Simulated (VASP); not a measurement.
Write the native input for VASP 6.6.1 that does the following.

```yaml
Task: single point
Functional: PBE
Potentials_or_basis: VASP PAW PBE potentials, release 64 (Ti_sv, Al, Ru_pv)
Cutoff: 520 eV
k_mesh: 6 × 6 × 2
Occupations: gaussian, width 0.1 eV
Spin: collinear spin, ferromagnetic start
Starting_moments: "[1.0, 1.0, 0.0, 0.0, 0.0, 1.0] μB"
Dipole_correction: no
Further_INCAR_settings: ALGO = Normal; EDIFF = 1e-06; NBANDS = 36
```

The structure of Ti2Al3Ru lies in POSCAR:

```
Ti2Al3Ru
1.0
    4.3733951303      0.0000000000      0.0000000000
   -2.1866975651      3.7874712836      0.0000000000
    0.0000000000      0.0000000000      9.9422643584
Ti Al Ru
2 3 1
Direct
    0.0000000000      0.0000000000      0.7762919297
    0.0000000000      0.0000000000      0.2237080703
    0.3333333333      0.6666666667      0.0000000000
    0.6666666667      0.3333333333      0.0000000000
    0.0000000000      0.0000000000      0.5000000000
    0.0000000000      0.0000000000      0.0000000000
```

One way to write it, as run:

INCAR

```
SYSTEM = Ti2Al3Ru
PREC = Accurate ; ENCUT = 520
EDIFF = 1E-6 ; ISMEAR = 0
SIGMA = 0.1 ; LREAL = .False.
LASPH = .True. ; NELM = 150
ALGO = Normal ; ISIF = 2
LWAVE = .False. ; LCHARG = .True.
ISPIN = 2 ; MAGMOM = 1 1 0 0 0 1
LORBIT = 11 ; LMAXMIX = 4
GGA = PE ; LELF = .True.
LVHAR = .True. ; NBANDS = 36
```

KPOINTS

```
regular mesh
0
Gamma
  6 6 2
  0 0 0
```

Potentials or basis: VASP PAW PBE potentials, release 64 (Ti_sv, Al, Ru_pv).

Launch:

```sh
$ cat potpaw_PBE.64/Ti_sv/POTCAR potpaw_PBE.64/Al/POTCAR potpaw_PBE.64/Ru_pv/POTCAR > POTCAR
$ mpirun -np 1 vasp_std > vasp.out
```

It gave:

```yaml
Pressure: 0.1 GPa
Largest_force: 0.113 eV/Å
Net_moment: 0.00 μB per cell
Valence_electrons_inside_the_program's_atomic_spheres: Ti 10.17; Al 0.82, 0.77; Ru 13.15
```

Run time: 4.4 min on 1 thread of Intel(R) Xeon(R) 6975P-C (Granite Rapids) (shared host), peak memory 0.47 GiB.
